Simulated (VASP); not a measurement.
# CdS (F-43m) in VASP: a series of runs

The runs below take CdS through single point, relaxation of cell and atoms, with r2SCAN, PBE0.

All numbers are computed with VASP 6.6.1; they aren't measurements. Logs are shortened: lines on timing, memory, paths and dates and some standing lists are left out, and cuts for length are marked.

## 1. The cell of the first run

The structure is cubic, space group F-43m (No. 216). The conventional cell has a = 5.878 Å, b = 5.878 Å, c = 5.878 Å, α = 90.00°, β = 90.00°, γ = 90.00°. Within 3.4 Å of Cd (site symmetry -43m) lie 4 S at 2.55 Å. Within 3.4 Å of S (site symmetry -43m) lie 4 Cd at 2.55 Å.

## 2. Single point, r2SCAN

Contents of POSCAR:

```
CdS
1.0
    0.0000000000      2.9392146858      2.9392146858
    2.9392146858      0.0000000000      2.9392146858
    2.9392146858      2.9392146858      0.0000000000
Cd S
1 1
Direct
    0.0000000000      0.0000000000      0.0000000000
    0.2500000000      0.2500000000      0.2500000000
```

Contents of INCAR.step1:

```
SYSTEM = CdS
PREC     = Accurate       ! precision mode
ENCUT    = 520            ! plane-wave cutoff, eV
ISMEAR   = -1             ! smearing method
SIGMA    = 0.02           ! smearing width, eV
LREAL    = .False.        ! projectors in reciprocal space
LASPH    = .True.         ! aspherical terms in the spheres
NELM     = 100            ! most SCF steps
NBANDS   = 16             ! bands
GGA      = PE             ! functional
ALGO     = Normal         ! electronic algorithm
EDIFF    = 1E-4           ! SCF threshold, eV
LWAVE    = .True.         ! write WAVECAR
LCHARG   = .False.        ! write CHGCAR
```

Contents of INCAR.step2:

```
SYSTEM = CdS
PREC     = Accurate       ! precision mode
ENCUT    = 520            ! plane-wave cutoff, eV
EDIFF    = 1E-7           ! SCF threshold, eV
ISMEAR   = -1             ! smearing method
SIGMA    = 0.02           ! smearing width, eV
LREAL    = .False.        ! projectors in reciprocal space
LASPH    = .True.         ! aspherical terms in the spheres
NELM     = 100            ! most SCF steps
ALGO     = Normal         ! electronic algorithm
ISIF     = 2              ! what is computed and relaxed
LWAVE    = .False.        ! write WAVECAR
LCHARG   = .False.        ! write CHGCAR
METAGGA  = R2SCAN         ! meta-GGA
LMIXTAU  = .True.       
NBANDS   = 16             ! bands
ISTART   = 1
```

Contents of KPOINTS:

```
Automatic mesh
0
Gamma
  6 6 6
  0 0 0
```

Potentials or basis: VASP PAW PBE potentials, release 64 (Cd, S).

The run is started by

```sh
$ cat potpaw_PBE.64/Cd/POTCAR potpaw_PBE.64/S/POTCAR > POTCAR
$ cp INCAR.step1 INCAR
$ mpirun -np 1 vasp_std > vasp.out
$ cp INCAR.step2 INCAR
$ mpirun -np 1 vasp_std > vasp.out
```

OUTCAR:

```text
SYSTEM = CdS
   PREC = Accurate
   ENCUT = 520
   EDIFF = 1E-7
   ISMEAR = -1
   LREAL = .False.
   LASPH = .True.
   NELM = 100
   ISIF = 2
   METAGGA = R2SCAN
   ISTART = 1

 ion  position               nearest neighbor table
   1  0.000  0.000  0.000-   2 2.55   2 2.55   2 2.55   2 2.55
   2  0.250  0.250  0.250-   1 2.55   1 2.55   1 2.55   1 2.55

  LATTYP: Found a face centered cubic cell.
 ALAT       =     5.8784293716

  Lattice vectors:

 A1 = (   0.0000000000,   2.9392146858,   2.9392146858)
 A2 = (   2.9392146858,   0.0000000000,   2.9392146858)
 A3 = (   2.9392146858,   2.9392146858,   0.0000000000)

Analysis of symmetry for initial positions (statically):
=====================================================================
 Subroutine PRICEL returns:
 Original cell was already a primitive cell.

 Routine SETGRP: Setting up the symmetry group for a
 face centered cubic supercell.

 Subroutine GETGRP returns: Found 24 space group operations
 (whereof 24 operations were pure point group operations)
 out of a pool of 48 trial point group operations.

The static configuration has the point symmetry T_d .

Analysis of symmetry for dynamics (positions and initial velocities):
=====================================================================
 Subroutine PRICEL returns:
 Original cell was already a primitive cell.

 Routine SETGRP: Setting up the symmetry group for a
 face centered cubic supercell.

 Subroutine GETGRP returns: Found 24 space group operations
 (whereof 24 operations were pure point group operations)
 out of a pool of 48 trial point group operations.

The dynamic configuration has the point symmetry T_d .

 Subroutine INISYM returns: Found 24 space group operations
 (whereof 24 operations are pure point group operations),
 and found     1 'primitive' translations

----------------------------------------------------------------------------------------

                                     Primitive cell

  volume of cell :      50.7837

  direct lattice vectors                    reciprocal lattice vectors
     0.000000000  2.939214686  2.939214686    -0.170113467  0.170113467  0.170113467
     2.939214686  0.000000000  2.939214686     0.170113467 -0.170113467  0.170113467
     2.939214686  2.939214686  0.000000000     0.170113467  0.170113467 -0.170113467

  length of vectors
     4.156677271  4.156677271  4.156677271     0.294645168  0.294645168  0.294645168

  position of ions in fractional coordinates (direct lattice)
     0.000000000  0.000000000  0.000000000
     0.250000000  0.250000000  0.250000000

  ion indices of the primitive-cell ions
   primitive index   ion index
                 1           1
                 2           2

----------------------------------------------------------------------------------------

 KPOINTS: Automatic mesh

Automatic generation of k-mesh.
 Grid dimensions read from file:
 generate k-points for:    6    6    6

 Generating k-lattice:

  Cartesian coordinates                     Fractional coordinates (reciprocal lattice)
    -0.028352244  0.028352244  0.028352244     0.166666667  0.000000000  0.000000000
     0.028352244 -0.028352244  0.028352244     0.000000000  0.166666667  0.000000000
     0.028352244  0.028352244 -0.028352244     0.000000000  0.000000000  0.166666667

  Length of vectors
     0.049107528  0.049107528  0.049107528

  Shift w.r.t. Gamma in fractional coordinates (k-lattice)
     0.000000000  0.000000000  0.000000000

 Subroutine IBZKPT returns following result:
 ===========================================

 Found     16 irreducible k-points:

 Following reciprocal coordinates:
            Coordinates               Weight
  0.000000  0.000000  0.000000      1.000000
  0.166667  0.000000  0.000000      8.000000
  0.333333  0.000000  0.000000      8.000000
  0.500000  0.000000  0.000000      4.000000
  0.166667  0.166667  0.000000      6.000000
  0.333333  0.166667  0.000000     24.000000
[... 8 lines left out ...]
 -0.333333  0.333333  0.166667     24.000000
 -0.333333  0.500000  0.166667     12.000000
   k-points           NKPTS =     16   k-points in BZ     NKDIM =     16   number of bands    NBANDS=     16
   number of dos      NEDOS =    301   number of ions     NIONS =      2
   total plane-waves  NPLWV =  32768
   dimension x,y,z NGX =    32 NGY =   32 NGZ =   32
   dimension x,y,z NGXF=    64 NGYF=   64 NGZF=   64
   ions per type =               1   1
   NGX,Y,Z   is equivalent  to a cutoff of  12.80, 12.80, 12.80 a.u.
   NGXF,Y,Z  is equivalent  to a cutoff of  25.60, 25.60, 25.60 a.u.
 SYSTEM =  CdS
   PREC   = accura    normal or accurate (medium, high low for compatibility)
   ISTART =      1    job   : 0-new  1-cont  2-samecut
   ICHARG =      0    charge: 1-file 2-atom 10-const
   ISPIN  =      1    spin polarized calculation?
   LNONCOLLINEAR =      F non collinear calculations
   LSORBIT =      F    spin-orbit coupling
   LASPH  =      T    aspherical Exc in radial PAW
   ENCUT  =  520.0 eV  38.22 Ry    6.18 a.u.   7.73  7.73  7.73*2*pi/ulx,y,z
   NELM   =    100;   NELMIN=  2; NELMDL=  0     # of ELM steps
   EDIFF  = 0.1E-06   stopping-criterion for ELM
   LREAL  =      F    real-space projection
   EDIFFG = 0.1E-05   stopping-criterion for IOM
   NSW    =      0    number of steps for IOM
   IBRION =     -1    ionic relax: 0-MD 1-quasi-New 2-CG
   NFREE  =      0    steps in history (QN), initial steepest desc. (CG)
   ISIF   =      2    stress and relaxation
   ISYM   =      2    0-nonsym 1-usesym 2-fastsym
   POTIM  = 0.5000    time-step for ionic-motion
   TEBEG  =    0.0;   TEEND  =   0.0 temperature during run
   PSTRESS=    0.0 pullay stress
   NELECT =      18.0000    total number of electrons
   NUPDOWN=      -1.0000    fix difference up-down
   EMIN   =  10.00;   EMAX   =-10.00  energy-range for DOS
   EFERMI =   0.00;   METHOD = LEGACY
   ISMEAR =    -1;   SIGMA  =   0.02  broadening in eV -4-tet -1-fermi 0-gaus
   EFERMI_NEDOS =   21; number of points for ismear=-14 and -15
   IALGO  =     38    algorithm
   IMIX   =      4    mixing-type and parameters
     AMIX     =   0.40;   BMIX     =  1.00
     AMIX_MAG =   1.60;   BMIX_MAG =  1.00
  volume/ion in A,a.u.               =      25.39       171.35
  Fermi-wavevector in a.u.,A,eV,Ry     =   1.158576  2.189390 18.263064  1.342297
  Thomas-Fermi vector in A             =   2.295176
   LORBIT       =      0    0 simple, 1 ext, 2 COOP (PROOUT), +10 PAW based schemes
   METAGGA = R2SCAN    functional components
   LHFCALC =     F    Hartree Fock is set to
   AEXX    =    0.0000 exact exchange contribution
   IVDW    =     0    specifies the selected vdW correction
   LEPSILON=     F    determine dielectric tensor
   LRPA    =     F    only Hartree local field effects (RPA)
 non-spin polarized calculation
  energy-cutoff  :      520.00
  volume of cell :       50.78
 maximum number of plane-waves:      1381
   NGX = 15   NGY = 15   NGZ = 15

 number of electron      18.0000005 magnetization

 Free energy of the ion-electron system (eV)
  ---------------------------------------------------
  ext. energy  EPLUGINS =         0.00000000
  ---------------------------------------------------
  free energy    TOTEN  =       -29.68435414 eV

  energy without entropy =      -29.68435414  energy(sigma->0) =      -29.68435414

 E-fermi :   1.2634     XC(G=0):  -9.6185

 val. band max:        0.8541617332   @ k =   0.0000   0.0000   0.0000
 cond. band min:       2.3914943066   @ k =   0.0000   0.0000   0.0000
 fundamental gap:      1.5373325735
 Fermi energy:         1.2633759523

 k-point     1 :       0.0000    0.0000    0.0000
  band No.  band energies     occupation
      1     -11.8768      2.00000
      2      -7.0333      2.00000
      3      -7.0333      2.00000
      4      -7.0333      2.00000
      5      -6.5529      2.00000
      6      -6.5529      2.00000
[... 8 lines left out ...]
     15      12.8289      0.00000
     16      12.8289      0.00000

 k-point     2 :       0.1667    0.0000    0.0000
  band No.  band energies     occupation
      1     -11.7752      2.00000
      2      -6.9961      2.00000
      3      -6.9961      2.00000
      4      -6.9281      2.00000
      5      -6.5533      2.00000
      6      -6.5533      2.00000
[... 8 lines left out ...]
     15      12.0055      0.00000
     16      13.0754      0.00000

 k-point     3 :       0.3333    0.0000    0.0000
  band No.  band energies     occupation
      1     -11.5710      2.00000
      2      -6.9342      2.00000
      3      -6.9342      2.00000
      4      -6.5557      2.00000
      5      -6.5368      2.00000
      6      -6.5368      2.00000
[... 8 lines left out ...]
     15      12.4703      0.00000
     16      12.4703      0.00000

 k-point     4 :       0.5000    0.0000    0.0000
  band No.  band energies     occupation
      1     -11.4695      2.00000
      2      -6.9121      2.00000
      3      -6.9121      2.00000
      4      -6.5173      2.00000
      5      -6.5173      2.00000
      6      -6.1873      2.00000
[... 8 lines left out ...]
     15      13.9824      0.00000
     16      13.9824      0.00000

 k-point     5 :       0.1667    0.1667    0.0000
  band No.  band energies     occupation
      1     -11.7417      2.00000
      2      -6.9577      2.00000
      3      -6.9577      2.00000
      4      -6.9467      2.00000
      5      -6.5753      2.00000
      6      -6.5322      2.00000
[... 8 lines left out ...]
     15      13.0228      0.00000
     16      14.7160      0.00000

 k-point     6 :       0.3333    0.1667    0.0000
  band No.  band energies     occupation
      1     -11.5728      2.00000
      2      -6.9156      2.00000
      3      -6.8847      2.00000
      4      -6.7156      2.00000
      5      -6.5275      2.00000
      6      -6.5134      2.00000
[... 8 lines left out ...]
     15      13.2599      0.00000
     16      14.2590      0.00000
[... 115 lines left out ...]
 k-point    13 :       0.5000    0.5000    0.0000
  band No.  band energies     occupation
      1     -11.3435      2.00000
      2      -6.8003      2.00000
      3      -6.6902      2.00000
      4      -6.6902      2.00000
      5      -6.4695      2.00000
      6      -6.1211      2.00000
[... 8 lines left out ...]
     15      13.8060      0.00000
     16      14.9244      0.00000

 k-point    14 :       0.5000    0.3333    0.1667
  band No.  band energies     occupation
      1     -11.4407      2.00000
      2      -6.8440      2.00000
      3      -6.8346      2.00000
      4      -6.6439      2.00000
      5      -6.5144      2.00000
      6      -6.2682      2.00000
[... 8 lines left out ...]
     15      14.4422      0.00000
     16      14.7089      0.00000

 k-point    15 :      -0.3333    0.3333    0.1667
  band No.  band energies     occupation
      1     -11.3762      2.00000
      2      -6.8363      2.00000
      3      -6.7985      2.00000
      4      -6.5917      2.00000
      5      -6.5346      2.00000
      6      -6.0193      2.00000
[... 8 lines left out ...]
     15      13.8790      0.00000
     16      14.7830      0.00000

 k-point    16 :      -0.3333    0.5000    0.1667
  band No.  band energies     occupation
      1     -11.3446      2.00000
      2      -6.7968      2.00000
      3      -6.7617      2.00000
      4      -6.6311      2.00000
      5      -6.5121      2.00000
      6      -5.9901      2.00000
[... 8 lines left out ...]
     15      14.6695      0.00000
     16      14.7252      0.00000

------------------------ aborting loop because EDIFF is reached ----------------------------------------

  FORCE on cell =-STRESS in cart. coord.  units (eV):
  Direction    XX          YY          ZZ          XY          YZ          ZX
  --------------------------------------------------------------------------------------
  -------------------------------------------------------------------------------------
  Total        0.0918135      0.0918135      0.0918135     -0.0000000      0.0000000     -0.0000000
  in kB        2.8966305      2.8966305      2.8966305     -0.0000000      0.0000000     -0.0000000
  external PRESSURE =       2.8966305 kB  Pullay stress =       0.0000000 kB

 VOLUME and BASIS-vectors are now :
 -----------------------------------------------------------------------------
  energy-cutoff  :      520.00
  volume of cell :       50.78
      direct lattice vectors                 reciprocal lattice vectors
     0.000000000  2.939214686  2.939214686    -0.170113467  0.170113467  0.170113467
     2.939214686  0.000000000  2.939214686     0.170113467 -0.170113467  0.170113467
     2.939214686  2.939214686  0.000000000     0.170113467  0.170113467 -0.170113467

 POSITION                                       TOTAL-FORCE (eV/Angst)
 -----------------------------------------------------------------------------------
      0.00000      0.00000      0.00000        -0.000000     -0.000000     -0.000000
      1.46961      1.46961      1.46961         0.000000      0.000000      0.000000
 -----------------------------------------------------------------------------------
    total drift:                               -0.000004     -0.000004     -0.000004

  FREE ENERGIE OF THE ION-ELECTRON SYSTEM (eV)
  ---------------------------------------------------
  free  energy   TOTEN  =       -29.6843541354 eV

  energy  without entropy=      -29.6843541354  energy(sigma->0) =      -29.68435414
```

Wall time 51 s (1 thread of Intel Xeon Platinum 8259CL at 2.50GHz (Skylake/Cascade Lake), shared host); peak memory 0.18 GiB.

Results:

```
Free energy            : -29.6844 eV
Pressure               : 0.3 GPa
Band gap on the k mesh : 1.54 eV, direct
```

Levels at points of the mesh, in eV from the valence-band top:
```
           k point  band 7  band 8  band 9  band 10  band 11  band 12
(0.00, 0.00, 0.00)    0.00    0.00    0.00     1.54     7.08     7.08
(0.50, 0.00, 0.00)   -4.32   -0.73   -0.73     3.44     7.48     7.48
(0.50, 0.50, 0.00)   -3.88   -1.84   -1.84     3.88     4.73     9.69
```

Caveat: the PAW data sets were made with another functional, which shifts forces and pressure a little.

## 3. Single point, r2SCAN

POSCAR is that of step 2.

Contents of INCAR.step1:

```
SYSTEM = CdS
PREC = Accurate ; ENCUT = 520
ISMEAR = 0 ; SIGMA = 0.01
LREAL = .FALSE. ; LASPH = .TRUE.
NELM = 80 ; NBANDS = 16
GGA = PE ; ALGO = Normal
EDIFF = 1E-4 ; LWAVE = .TRUE.
LCHARG = .FALSE.
```

Contents of INCAR.step2:

```
SYSTEM = CdS
PREC = Accurate ; ENCUT = 520
EDIFF = 1E-6 ; ISMEAR = 0
SIGMA = 0.01 ; LREAL = .FALSE.
LASPH = .TRUE. ; NELM = 80
ALGO = Normal ; ISIF = 2
LWAVE = .FALSE. ; LCHARG = .FALSE.
METAGGA = R2SCAN ; LMIXTAU = .TRUE.
NBANDS = 16 ; ISTART = 1
```

Contents of KPOINTS:

```
regular mesh
0
G
  8 8 8
  0 0 0
```

Potentials or basis: VASP PAW PBE potentials, release 64 (Cd, S).

The run is started by

```sh
$ cat potpaw_PBE.64/Cd/POTCAR potpaw_PBE.64/S/POTCAR > POTCAR
$ cp INCAR.step1 INCAR
$ mpirun -np 1 vasp_std > vasp.out
$ cp INCAR.step2 INCAR
$ mpirun -np 1 vasp_std > vasp.out
```

Run time: 64 s. Hardware: 1 thread of Intel Xeon Platinum 8259CL at 2.50GHz (Skylake/Cascade Lake), shared host; peak memory 0.19 GiB.

The run converged. Its results:

- Free energy: -29.6860 eV
- Pressure: 0.3 GPa
- Band gap on the k mesh: 1.54 eV, direct

Levels at points of the mesh, in eV from the valence-band top:
```csv
k point,band 7,band 8,band 9,band 10,band 11,band 12
"(0.00, 0.00, 0.00)",0.00,0.00,0.00,1.54,7.08,7.08
"(0.50, 0.00, 0.00)",-4.32,-0.73,-0.73,3.44,7.48,7.48
"(0.50, 0.50, 0.00)",-3.87,-1.84,-1.84,3.88,4.73,9.69
```

Caveat: the PAW data sets were made with another functional, which shifts forces and pressure a little.

(Continued in part 2 of 2.)
